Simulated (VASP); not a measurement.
CdS, 4 atoms in the cell. It takes space group P6_3mc (No. 186, hexagonal). The conventional cell has a = 4.150 Å, b = 4.150 Å, c = 6.737 Å, α = 90.00°, β = 90.00°, γ = 120.00°. Cd (site symmetry 3m) has 4 S at 2.53 to 2.54 Å within 3.3 Å. S (site symmetry 3m) has 4 Cd at 2.53 to 2.54 Å within 3.3 Å. 

* Program: VASP 6.6.1
* Task: single point
* Functional: PBE
* Potentials or basis: VASP PAW PBE potentials, release 64 (Cd, S)
* Cutoff: 520 eV
* k mesh: 7 × 7 × 4
* Occupations: gaussian, width 0.019 eV
* Spin: no spin polarisation
* Dipole correction: no
* Further INCAR settings: ALGO = Normal; EDIFF = 1e-06; NBANDS = 26

Potentials or basis: VASP PAW PBE potentials, release 64 (Cd, S).

Run with:

```console
$ cat potpaw_PBE.64/Cd/POTCAR potpaw_PBE.64/S/POTCAR > POTCAR
$ mpirun -np 1 vasp_std > vasp.out
```

Hardware: 1 thread of Intel Xeon 8259CL, with other jobs on the host.

Q: How long does it take, and how much memory?

A: Wall time 62 s on 1 thread of Intel Xeon 8259CL, on a shared host, peak memory 0.24 GiB. Counts: scf iterations 14, k points 24.
